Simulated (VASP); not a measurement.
AgCl:

```
Ag Cl
1.0
     0.00000    2.73500    2.73500
     2.73500    0.00000    2.73500
     2.73500    2.73500    0.00000
Ag Cl
1 1
Direct
  0.00000 0.00000 0.00000
  0.50000 0.50000 0.50000
```

```yaml
Program: VASP 6.6.1
Task: relaxation of cell and atoms
Functional: PBEsol
Dispersion: D4
Potentials_or_basis: VASP PAW PBE potentials, release 64 (Ag, Cl)
Cutoff: 600 eV
k_mesh: 8 × 8 × 8
Occupations: fermi-dirac, width 0.05 eV
Spin: no spin polarisation
```

At the start: pressure -2.2 GPa; volume 20.46 Å³/atom.

Problem. How do energy, volume and symmetry change on relaxing?

Solution. Over 3 steps the energy falls by 5.8 meV/atom and the volume is 19.67 Å³/atom (-3.9 %); space group Fm-3m (No. 225, to 0.1 Å) before and after.

The path:
```csv
step,energy change (eV),largest force (eV/Å),pressure (GPa),volume (Å³)
1,0.0000,0.0000,-2.22,40.92
2,-0.0115,0.0000,0.12,39.26
3,-0.0116,0.0000,0.00,39.33
```

Final structure:
```xyz
2
Lattice="0.0000 2.6992 2.6992 2.6992 0.0000 2.6992 2.6992 2.6992 0.0000" Properties=species:S:1:pos:R:3 pbc="T T T"
Ag    0.0000    0.0000    0.0000
Cl    2.6992    2.6992    2.6992
```

Caveat: the PAW data sets were made with another functional, which shifts forces and pressure a little.
